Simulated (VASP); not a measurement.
Ti, 2 atoms in the cell. Symmetry: P6_3/mmc, No. 194, hexagonal system. Conventional cell: a = 2.939 Å, b = 2.939 Å, c = 4.656 Å, α = 90.00°, β = 90.00°, γ = 120.00°. Ti (site symmetry -6m2) has 12 Ti at 2.88 to 2.94 Å within 3.8 Å. 

```yaml
Program: VASP 6.6.1
Task: single point
Functional: PBE
Potentials_or_basis: VASP PAW PBE potentials, release 64 (Ti_sv)
Cutoff: 520 eV
k_mesh: 12 × 12 × 7
Occupations: gaussian, width 0.01 eV
Spin: no spin polarisation
Dipole_correction: no
Further_INCAR_settings: ALGO = Normal; EDIFF = 1e-06; NBANDS = 19
```

Potentials or basis: VASP PAW PBE potentials, release 64 (Ti_sv).

The run is started by

```bash
$ cat potpaw_PBE.64/Ti_sv/POTCAR > POTCAR
$ mpirun -np 1 vasp_std > vasp.out
```

Hardware: 1 thread of Intel(R) Xeon(R) Platinum 8175M CPU @ 2.50GHz (Skylake/Cascade Lake), with other jobs on the host.

Q: Estimate the wall time of this run.

A: Wall time 67 s on 1 thread of Intel(R) Xeon(R) Platinum 8175M CPU @ 2.50GHz (Skylake/Cascade Lake) (shared host), peak memory 0.18 GiB. Counts: scf iterations 13, k points 76.
